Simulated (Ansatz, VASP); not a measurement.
## Cu in VASP and in Ansatz

File INCAR:

```
ALGO     = Normal         # electronic algorithm
EDIFF    = 1E-6           # SCF threshold, eV
ENCUT    = 520            # plane-wave cutoff, eV
GGA      = PE             # functional
ISIF     = 2              # what is computed and relaxed
ISMEAR   = -1             # smearing method
LASPH    = True           # aspherical terms in the spheres
LCHARG   = False          # write CHGCAR
LREAL    = False          # projectors in reciprocal space
LWAVE    = False          # write WAVECAR
NBANDS   = 12             # bands
NELM     = 80             # most SCF steps
PREC     = Accurate       # precision mode
SIGMA    = 0.1            # smearing width, eV
```

The input KPOINTS:

```
k-points
0
Gamma
  7 7 7
```

File POSCAR:

```
Cu
1.0
    0.0000000000      1.8145751207      1.8145751207
    1.8145751207      0.0000000000      1.8145751207
    1.8145751207      1.8145751207      0.0000000000
Cu
1
Direct
    0.0000000000      0.0000000000      0.0000000000
```

Input for Ansatz:

```yaml
crystal:
  lattice:
    - [0.0, 1.8145751207, 1.8145751207]
    - [1.8145751207, 0.0, 1.8145751207]
    - [1.8145751207, 1.8145751207, 0.0]
  atoms:
    - { symbol: Cu, position: [0.0, 0.0, 0.0] }
hamiltonian:
  xc: pbe
  pseudopotentials:
    kind: paw
    azcp:
      Cu: "pseudopotentials/Cu.paw.azcp"
basis:
  ecutwfc: 420
  fft_grid_basis: typed
kpoints:
  mp_grid: { grid: [7, 7, 7], shift: [0, 0, 0] }
magnetization:
  spin_polarized: false
scf:
  occupations: { method: fermi_dirac, width: 0.1 }
  lower_state_search: "off"
output:
  stress: true
```

Alike in both runs: task single point; functional PBE; k mesh 7 × 7 × 7; occupations fermi-dirac, width 0.1 eV; no spin polarisation.

```csv
,VASP,Ansatz
version,VASP 6.6.1,Ansatz 0.2.0
potentials or method,"VASP PAW PBE potentials, release 64 (Cu), cutoff 520 eV","plane waves (420 eV) with PAW, scalar-relativistic"
valence electrons in the cell,11,19
```

|  | VASP | Ansatz | Ansatz less VASP |
| --- | --- | --- | --- |
| pressure (GPa) | 0.4 | -0.1 | -0.55 |

VASP's potentials hold 11 valence electrons a cell and Ansatz's 19, so a difference there can come from the potentials and not from the codes.

The k mesh is coarse, so the values compare programs but aren't converged.
